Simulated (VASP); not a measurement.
## Ta2Se: relaxation of cell and atoms with LDA

Ta2Se:

```
CELL_PARAMETERS angstrom
3.33586 0.00000 0.00000
0.00000 3.33586 0.00000
0.00000 0.00000 9.68179
ATOMIC_POSITIONS crystal
Ta 0.50000 0.00000 0.75601
Ta 0.00000 0.50000 0.24399
Ta 0.50000 0.00000 0.07654
Ta 0.00000 0.50000 0.92346
Se 0.50000 0.00000 0.36649
Se 0.00000 0.50000 0.63351
```

```yaml
Program: VASP 6.6.1
Task: relaxation of cell and atoms
Functional: LDA
Potentials_or_basis: VASP PAW LDA potentials, release 64 (Ta_pv, Se)
Cutoff: 600 eV
k_mesh: 10 × 10 × 4
Occupations: fermi-dirac, width 0.15 eV
Spin: no spin polarisation
Dipole_correction: no
Further_INCAR_settings: ALGO = Normal; EDIFF = 1e-06; IBRION = 2; EDIFFG = -0.001; NSW = 80; ISIF = 3
```

| Quantity | Value |
| --- | --- |
| Relaxed volume | 18.11 Å³/atom |
| Relaxed cell | a = 3.335 Å, b = 3.335 Å, c = 9.769 Å, α = 90.00°, β = 90.00°, γ = 90.00° |
| Space group after relaxing (to 0.1 Å) | P4/nmm (No. 129) |
| Energy gained by relaxing | 0.7 meV/atom |
| Ionic steps | 31 |
| Pressure after relaxing | 0.0 GPa |
| Band gap on the k mesh | zero (bands 28 and 29 overlap by 0.40 eV) |

Step by step:
```csv
step,energy change (eV),largest force (eV/Å),pressure (GPa),volume (Å³)
1,0.0000,0.0873,0.99,107.74
2,0.0041,0.1288,-2.01,109.48
3,-0.0028,0.0532,-0.20,108.41
4,-0.0037,0.0269,0.01,108.33
5,-0.0037,0.0267,0.01,108.33
6,-0.0037,0.0265,0.00,108.33
7,-0.0037,0.0144,0.02,108.34
8,-0.0038,0.0147,0.05,108.34
9,-0.0038,0.0195,0.03,108.38
10,-0.0038,0.0326,-0.09,108.49
11,-0.0038,0.0321,-0.10,108.50
12,-0.0039,0.0300,-0.07,108.51
13,-0.0039,0.0256,-0.01,108.55
14,-0.0038,0.0299,0.10,108.62
15,-0.0039,0.0242,0.01,108.56
16,-0.0040,0.0165,0.05,108.58
17,-0.0040,0.0086,0.07,108.61
18,-0.0040,0.0066,0.05,108.60
19,-0.0040,0.0042,0.00,108.65
20,-0.0040,0.0038,-0.02,108.66
21,-0.0040,0.0049,-0.04,108.66
22,-0.0040,0.0047,-0.03,108.65
23,-0.0040,0.0016,0.02,108.63
24,-0.0040,0.0032,0.04,108.63
25,-0.0040,0.0037,0.00,108.64
26,-0.0040,0.0033,0.00,108.64
27,-0.0040,0.0024,-0.01,108.64
28,-0.0040,0.0022,0.00,108.64
29,-0.0040,0.0009,0.01,108.64
30,-0.0040,0.0021,0.01,108.64
31,-0.0040,0.0005,0.00,108.64
```

Final structure:
```
Ta Se
1.0
     3.33474    0.00000    0.00000
     0.00000    3.33474    0.00000
     0.00000    0.00000    9.76927
Ta Se
4 2
Direct
  0.50000 0.00000 0.75705
  0.00000 0.50000 0.24295
  0.50000 0.00000 0.07667
  0.00000 0.50000 0.92333
  0.50000 0.00000 0.36566
  0.00000 0.50000 0.63434
```

Levels at points of the mesh, in eV from the Fermi level:
| k point | band 25 | band 26 | band 27 | band 28 | band 29 | band 30 | band 31 | band 32 |
| --- | --- | --- | --- | --- | --- | --- | --- | --- |
| (0.00, 0.00, 0.00) | -1.29 | -0.14 | 0.21 | 0.21 | 0.48 | 0.48 | 0.75 | 1.43 |
| (0.50, 0.00, 0.00) | -1.43 | -1.43 | -1.07 | -1.07 | 0.67 | 0.67 | 1.35 | 1.35 |
| (0.50, 0.50, 0.00) | -1.91 | -1.91 | -0.17 | -0.17 | 1.39 | 1.39 | 2.92 | 2.92 |
| (0.00, 0.00, 0.50) | -1.25 | -0.13 | 0.21 | 0.21 | 0.46 | 0.46 | 0.75 | 0.93 |
| (0.50, 0.00, 0.50) | -1.47 | -1.47 | -0.95 | -0.95 | 0.86 | 0.86 | 1.59 | 1.59 |
| (0.50, 0.50, 0.50) | -1.91 | -1.91 | -0.12 | -0.12 | 0.85 | 0.85 | 2.98 | 2.98 |

Run time: 21 min on 1 thread of Intel(R) Xeon(R) 6975P-C (Granite Rapids) (shared host), peak memory 0.39 GiB.

Caveat: spin-orbit coupling is left out, which moves the levels of the heavy elements.
